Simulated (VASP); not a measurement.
# C (P6_3/mmc) in VASP: further runs

The runs below take C through single point, with PBE.

The COD entry that gives the cell may itself be a prediction, so a difference from it is no test against experiment.

Program: VASP 6.6.1. These are calculated values, not measurements. Logs are shortened: lines on timing, memory, paths and dates and some standing lists are left out, and cuts for length are marked.

## 1. The cell of the first run

It takes space group P6_3/mmc (No. 194, hexagonal). Conventional cell: a = 2.518 Å, b = 2.518 Å, c = 8.305 Å, α = 90.00°, β = 90.00°, γ = 120.00°. Within 2.1 Å of C (site symmetry 3m) lie 4 C at 1.54 Å. C (site symmetry 3m) has 4 C at 1.54 to 1.57 Å within 2.1 Å.

## 2. Single point, PBE

Input file INCAR:

```
PREC     = Accurate       # precision mode
ENCUT    = 520            # plane-wave cutoff, eV
EDIFF    = 1E-7           # SCF threshold, eV
ISMEAR   = 0              # smearing method
SIGMA    = 0.02           # smearing width, eV
LREAL    = False          # projectors in reciprocal space
LASPH    = True           # aspherical terms in the spheres
NELM     = 100            # most SCF steps
ALGO     = Normal         # electronic algorithm
ISIF     = 2              # what is computed and relaxed
LWAVE    = False          # write WAVECAR
LCHARG   = True           # write CHGCAR
GGA      = PE             # functional
LELF     = True           # ELF
LVHAR    = True         
NBANDS   = 26             # bands
```

Input file KPOINTS:

```
Automatic mesh
0
Gamma
  12 12 4
```

Input file POSCAR:

```
C
1.0
    2.5180184890      0.0000000000      0.0000000000
   -1.2590092445      2.1806679786      0.0000000000
    0.0000000000      0.0000000000      8.3045881697
C
8
Direct
    0.0000000000      0.0000000000      0.0929681645
    0.0000000000      0.0000000000      0.5929681645
    0.0000000000      0.0000000000      0.4070318355
    0.0000000000      0.0000000000      0.9070318355
    0.3333333333      0.6666666667      0.1555285626
    0.6666666667      0.3333333333      0.6555285626
    0.3333333333      0.6666666667      0.3444714374
    0.6666666667      0.3333333333      0.8444714374
```

Potentials or basis: VASP PAW PBE potentials, release 64 (C).

Command:

```sh
$ cat potpaw_PBE.64/C/POTCAR > POTCAR
$ mpirun -np 1 vasp_std > vasp.out
```

OUTCAR:

```text
PREC = Accurate
   ENCUT = 520
   EDIFF = 1E-7
   ISMEAR = 0
   LREAL = False
   LASPH = True
   NELM = 100
   ISIF = 2
   GGA = PE

 ion  position               nearest neighbor table
   1  0.000  0.000  0.093-   5 1.54   5 1.54   5 1.54   4 1.54
   2  0.000  0.000  0.593-   6 1.54   6 1.54   6 1.54   3 1.54
   3  0.000  0.000  0.407-   7 1.54   7 1.54   7 1.54   2 1.54
   4  0.000  0.000  0.907-   8 1.54   8 1.54   8 1.54   1 1.54
   5  0.333  0.667  0.156-   1 1.54   1 1.54   1 1.54   7 1.57
   6  0.667  0.333  0.656-   2 1.54   2 1.54   2 1.54   8 1.57
   7  0.333  0.667  0.344-   3 1.54   3 1.54   3 1.54   5 1.57
   8  0.667  0.333  0.844-   4 1.54   4 1.54   4 1.54   6 1.57

  LATTYP: Found a hexagonal cell.
 ALAT       =     2.5180184890
 C/A-ratio  =     3.2980648101

  Lattice vectors:

 A1 = (   2.5180184890,   0.0000000000,   0.0000000000)
 A2 = (  -1.2590092445,   2.1806679786,   0.0000000000)
 A3 = (   0.0000000000,   0.0000000000,   8.3045881697)

Analysis of symmetry for initial positions (statically):
=====================================================================
 Subroutine PRICEL returns:
 Original cell was already a primitive cell.

 Routine SETGRP: Setting up the symmetry group for a
 hexagonal supercell.

 Subroutine GETGRP returns: Found 24 space group operations
 (whereof 12 operations were pure point group operations)
 out of a pool of 24 trial point group operations.

The static configuration has the point symmetry D_3d.
 The point group associated with its full space group is D_6h.

Analysis of symmetry for dynamics (positions and initial velocities):
=====================================================================
 Subroutine PRICEL returns:
 Original cell was already a primitive cell.

 Routine SETGRP: Setting up the symmetry group for a
 hexagonal supercell.

 Subroutine GETGRP returns: Found 24 space group operations
 (whereof 12 operations were pure point group operations)
 out of a pool of 24 trial point group operations.

The dynamic configuration has the point symmetry D_3d.
 The point group associated with its full space group is D_6h.

 Subroutine INISYM returns: Found 24 space group operations
 (whereof 12 operations are pure point group operations),
 and found     1 'primitive' translations

----------------------------------------------------------------------------------------

                                     Primitive cell

  volume of cell :      45.6002

  direct lattice vectors                    reciprocal lattice vectors
     2.518018489  0.000000000  0.000000000     0.397137672  0.229287542  0.000000000
    -1.259009245  2.180667979  0.000000000     0.000000000  0.458575083  0.000000000
     0.000000000  0.000000000  8.304588170     0.000000000  0.000000000  0.120415363

  length of vectors
     2.518018489  2.518018489  8.304588170     0.458575083  0.458575083  0.120415363

  position of ions in fractional coordinates (direct lattice)
     0.000000000  0.000000000  0.092968165
     0.000000000  0.000000000  0.592968165
     0.000000000  0.000000000  0.407031835
     0.000000000  0.000000000  0.907031835
     0.333333333  0.666666667  0.155528563
     0.666666667  0.333333333  0.655528563
     0.333333333  0.666666667  0.344471437
     0.666666667  0.333333333  0.844471437

  ion indices of the primitive-cell ions
   primitive index   ion index
                 1           1
                 2           2
                 3           3
                 4           4
                 5           5
                 6           6
                 7           7
                 8           8

----------------------------------------------------------------------------------------

 KPOINTS: Automatic mesh

Automatic generation of k-mesh.
 Grid dimensions read from file:
 generate k-points for:   12   12    4

 Generating k-lattice:

  Cartesian coordinates                     Fractional coordinates (reciprocal lattice)
     0.033094806  0.019107295  0.000000000     0.083333333  0.000000000  0.000000000
     0.000000000  0.038214590  0.000000000     0.000000000  0.083333333  0.000000000
     0.000000000  0.000000000  0.030103841     0.000000000  0.000000000  0.250000000

  Length of vectors
     0.038214590  0.038214590  0.030103841

  Shift w.r.t. Gamma in fractional coordinates (k-lattice)
     0.000000000  0.000000000  0.000000000

 Subroutine IBZKPT returns following result:
 ===========================================

 Found     57 irreducible k-points:

 Following reciprocal coordinates:
            Coordinates               Weight
  0.000000  0.000000  0.000000      1.000000
  0.083333 -0.000000  0.000000      6.000000
  0.166667  0.000000  0.000000      6.000000
  0.250000 -0.000000  0.000000      6.000000
  0.333333 -0.000000  0.000000      6.000000
  0.416667 -0.000000  0.000000      6.000000
[... 16 lines left out ...]
  0.250000 -0.000000  0.250000     12.000000
  0.333333 -0.000000  0.250000     12.000000
 [... further k-points ...]
   k-points           NKPTS =     57   k-points in BZ     NKDIM =     57   number of bands    NBANDS=     26
   number of dos      NEDOS =    301   number of ions     NIONS =      8
   total plane-waves  NPLWV =  25600
   dimension x,y,z NGX =    20 NGY =   20 NGZ =   64
   dimension x,y,z NGXF=    40 NGYF=   40 NGZF=  128
   ions per type =               8
   NGX,Y,Z   is equivalent  to a cutoff of  13.20, 13.20, 12.81 a.u.
   NGXF,Y,Z  is equivalent  to a cutoff of  26.41, 26.41, 25.62 a.u.
 SYSTEM =  unknown system
   PREC   = accura    normal or accurate (medium, high low for compatibility)
   ISTART =      0    job   : 0-new  1-cont  2-samecut
   ICHARG =      2    charge: 1-file 2-atom 10-const
   ISPIN  =      1    spin polarized calculation?
   LNONCOLLINEAR =      F non collinear calculations
   LSORBIT =      F    spin-orbit coupling
   LASPH  =      T    aspherical Exc in radial PAW
   ENCUT  =  520.0 eV  38.22 Ry    6.18 a.u.   4.68  4.68 15.44*2*pi/ulx,y,z
   NELM   =    100;   NELMIN=  2; NELMDL= -5     # of ELM steps
   EDIFF  = 0.1E-06   stopping-criterion for ELM
   LREAL  =      F    real-space projection
   EDIFFG = 0.1E-05   stopping-criterion for IOM
   NSW    =      0    number of steps for IOM
   IBRION =     -1    ionic relax: 0-MD 1-quasi-New 2-CG
   NFREE  =      0    steps in history (QN), initial steepest desc. (CG)
   ISIF   =      2    stress and relaxation
   ISYM   =      2    0-nonsym 1-usesym 2-fastsym
   POTIM  = 0.5000    time-step for ionic-motion
   TEBEG  =    0.0;   TEEND  =   0.0 temperature during run
   PSTRESS=    0.0 pullay stress
   NELECT =      32.0000    total number of electrons
   NUPDOWN=      -1.0000    fix difference up-down
   EMIN   =  10.00;   EMAX   =-10.00  energy-range for DOS
   EFERMI =   0.00;   METHOD = LEGACY
   ISMEAR =     0;   SIGMA  =   0.02  broadening in eV -4-tet -1-fermi 0-gaus
   EFERMI_NEDOS =   21; number of points for ismear=-14 and -15
   IALGO  =     38    algorithm
   IMIX   =      4    mixing-type and parameters
     AMIX     =   0.40;   BMIX     =  1.00
     AMIX_MAG =   1.60;   BMIX_MAG =  1.00
  volume/ion in A,a.u.               =       5.70        38.47
  Fermi-wavevector in a.u.,A,eV,Ry     =   1.454798  2.749169 28.795869  2.116437
  Thomas-Fermi vector in A             =   2.571907
   LORBIT       =      0    0 simple, 1 ext, 2 COOP (PROOUT), +10 PAW based schemes
   GGA     = PE    functional components
   LHFCALC =     F    Hartree Fock is set to
   AEXX    =    0.0000 exact exchange contribution
   IVDW    =     0    specifies the selected vdW correction
   LEPSILON=     F    determine dielectric tensor
   LRPA    =     F    only Hartree local field effects (RPA)
 non-spin polarized calculation
 Gauss-broadening in eV      SIGMA  =   0.02
  energy-cutoff  :      520.00
  volume of cell :       45.60
 maximum number of plane-waves:      1243
 NGX is ok and might be reduce to    20
   NGX =  9   NGY =  9   NGZ = 31

 number of electron      31.9999995 magnetization

 Free energy of the ion-electron system (eV)
  ---------------------------------------------------
  ext. energy  EPLUGINS =         0.00000000
  ---------------------------------------------------
  free energy    TOTEN  =       -72.66992303 eV

  energy without entropy =      -72.66992303  energy(sigma->0) =      -72.66992303

 E-fermi :   9.9488     XC(G=0): -13.2242

 val. band max:        9.7877912018   @ k =   0.0000   0.0000   0.0000
 cond. band min:      14.3211230099   @ k =   0.4167  -0.0000   0.0000
 fundamental gap:      4.5333318081
 Fermi energy:         9.9487918468

 k-point     1 :       0.0000    0.0000    0.0000
  band No.  band energies     occupation
      1     -11.7664      2.00000
      2     -10.1293      2.00000
      3     -10.0255      2.00000
      4      -6.1228      2.00000
      5      -3.6700      2.00000
      6       2.9651      2.00000
[... 18 lines left out ...]
     25      17.9872      0.00000
     26      18.1971      0.00000

 k-point     2 :       0.0833   -0.0000    0.0000
  band No.  band energies     occupation
      1     -11.5951      2.00000
      2      -9.9606      2.00000
      3      -9.8575      2.00000
      4      -5.9699      2.00000
      5      -3.5122      2.00000
      6       3.0498      2.00000
[... 18 lines left out ...]
     25      18.4493      0.00000
     26      18.7855      0.00000

 k-point     3 :       0.1667    0.0000    0.0000
  band No.  band energies     occupation
      1     -11.0832      2.00000
      2      -9.4566      2.00000
      3      -9.3562      2.00000
      4      -5.5128      2.00000
      5      -3.0508      2.00000
      6       3.2193      2.00000
[... 572 lines left out ...]
 k-point    23 :       0.2500   -0.0000    0.2500
  band No.  band energies     occupation
      1     -10.1323      2.00000
      2      -9.2991      2.00000
      3      -7.6674      2.00000
      4      -5.4577      2.00000
      5      -1.5145      2.00000
      6       1.4493      2.00000
[... 18 lines left out ...]
     25      19.9970      0.00000
     26      21.3841      0.00000

 k-point    24 :       0.3333   -0.0000    0.2500
  band No.  band energies     occupation
      1      -8.9698      2.00000
      2      -8.1505      2.00000
      3      -6.5558      2.00000
      4      -4.4170      2.00000
      5      -1.3662      2.00000
      6      -0.3457      2.00000
[... 18 lines left out ...]
     25      20.2502      0.00000
     26      21.9289      0.00000

 [... further k-points ...]

------------------------ aborting loop because EDIFF is reached ----------------------------------------

  FORCE on cell =-STRESS in cart. coord.  units (eV):
  Direction    XX          YY          ZZ          XY          YZ          ZX
  --------------------------------------------------------------------------------------
  -------------------------------------------------------------------------------------
  Total        0.1939229      0.1939229      0.1753653      0.0000000     -0.0000000      0.0000000
  in kB        6.8135450      6.8135450      6.1615186      0.0000000     -0.0000000      0.0000000
  external PRESSURE =       6.5962029 kB  Pullay stress =       0.0000000 kB

 VOLUME and BASIS-vectors are now :
 -----------------------------------------------------------------------------
  energy-cutoff  :      520.00
  volume of cell :       45.60
      direct lattice vectors                 reciprocal lattice vectors
     2.518018489  0.000000000  0.000000000     0.397137672  0.229287542  0.000000000
    -1.259009245  2.180667979  0.000000000     0.000000000  0.458575083  0.000000000
     0.000000000  0.000000000  8.304588170     0.000000000  0.000000000  0.120415363

 POSITION                                       TOTAL-FORCE (eV/Angst)
 -----------------------------------------------------------------------------------
      0.00000      0.00000      0.77206        -0.000000     -0.000000      0.000945
      0.00000      0.00000      4.92436        -0.000000      0.000000      0.000945
      0.00000      0.00000      3.38023        -0.000000     -0.000000     -0.000945
      0.00000      0.00000      7.53253         0.000000      0.000000     -0.000945
     -0.00000      1.45378      1.29160         0.000000     -0.000000      0.004386
      1.25901      0.72689      5.44389         0.000000      0.000000      0.004386
     -0.00000      1.45378      2.86069        -0.000000     -0.000000     -0.004386
      1.25901      0.72689      7.01299        -0.000000      0.000000     -0.004386
 -----------------------------------------------------------------------------------
    total drift:                                0.000000     -0.000000      0.000000

  FREE ENERGIE OF THE ION-ELECTRON SYSTEM (eV)
  ---------------------------------------------------
  free  energy   TOTEN  =       -72.6699230345 eV

  energy  without entropy=      -72.6699230345  energy(sigma->0) =      -72.66992303
```

Wall time 27 s (1 thread of Intel Xeon 6975P-C (Granite Rapids), shared host); peak memory 0.18 GiB.

Results:

- Free energy: -72.6699 eV
- Pressure: 0.7 GPa
- Largest force: 0.004 eV/Å
- Band gap on the k mesh: 4.53 eV, indirect (least direct gap 5.29 eV)

Forces on the atoms (eV/Å):
```
C    0.000  0.000  0.001
C    0.000  0.000  0.001
C    0.000  0.000 -0.001
C    0.000  0.000 -0.001
C    0.000  0.000  0.004
C    0.000  0.000  0.004
C    0.000  0.000 -0.004
C    0.000  0.000 -0.004
```

Levels at points of the mesh, in eV from the valence-band top:
```tsv
k point	band 14	band 15	band 16	band 17	band 18	band 19
(0.00, 0.00, 0.00)	-0.22	0.00	0.00	5.29	5.29	5.46
(0.50, 0.00, 0.00)	-4.65	-3.66	-2.95	4.60	5.57	5.98
(0.00, 0.00, 0.50)	-0.65	-0.65	-0.65	6.06	6.06	6.06
(0.50, 0.00, 0.50)	-4.71	-3.64	-3.64	4.94	4.94	6.98
```

A k mesh can miss the band edges. A hybrid or GW would open this gap; PBE tends to underestimate it.

[end of part 1 of 2]
